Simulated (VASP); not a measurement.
Write the native input for VASP 6.6.1 that does the following.

```
Task                   : single point
Functional             : PBEsol
Potentials or basis    : VASP PAW PBE potentials, release 64 (Ni_sv_GW)
Cutoff                 : 590 eV
k mesh                 : 11 × 11 × 11
Occupations            : fermi-dirac, width 0.05 eV
Spin                   : collinear spin, ferromagnetic start
Starting moments       : [1.0] μB
Fixed moment           : 1 μB
Dipole correction      : no
Second run             : valence_matched
Further INCAR settings : ALGO = Normal; EDIFF = 1e-06; NBANDS = 19
```

The structure of Ni lies in POSCAR:

```
Ni
1.0
    0.0000000000      1.7375729330      1.7375729330
    1.7375729330      0.0000000000      1.7375729330
    1.7375729330      1.7375729330      0.0000000000
Ni
1
Direct
    0.0000000000      0.0000000000      0.0000000000
```

These files were run (other wordings do the same):

INCAR

```
SYSTEM = Ni
  ALGO = Normal
  EDIFF = 1E-6
  ENCUT = 590
  GGA = PS
  GGA_COMPAT = .FALSE.
  ISIF = 2
  ISMEAR = -1
  ISPIN = 2
  LASPH = .TRUE.
  LCHARG = .TRUE.
  LELF = .TRUE.
  LMAXMIX = 4
  LORBIT = 11
  LREAL = .FALSE.
  LVHAR = .TRUE.
  LWAVE = .FALSE.
  MAGMOM = 1
  NBANDS = 19
  NELM = 200
  NUPDOWN = 1.0
  PREC = Accurate
  SIGMA = 0.05
```

KPOINTS

```
k-points
0
G
  11 11 11
  0 0 0
```

Potentials or basis: VASP PAW PBE potentials, release 64 (Ni_sv_GW).

The run is started by

```console
$ cat potpaw_PBE.64/Ni_sv_GW/POTCAR > POTCAR
$ mpirun -np 1 vasp_std > vasp.out
```

Results of the run:

| Quantity | Value |
| --- | --- |
| Pressure | -2.8 GPa |
| Net moment | 1.00 μB per cell |
| Site moments | Ni +1.01 μB |
| Valence electrons inside the program's atomic spheres | Ni 16.38 |

Caveat: the PAW data sets were made with another functional, which shifts forces and pressure a little; the total moment is fixed, so each spin has its own Fermi level.

Run time: 17 s on 1 thread of Intel(R) Xeon(R) 6975P-C (Granite Rapids) (shared host), peak memory 0.15 GiB.
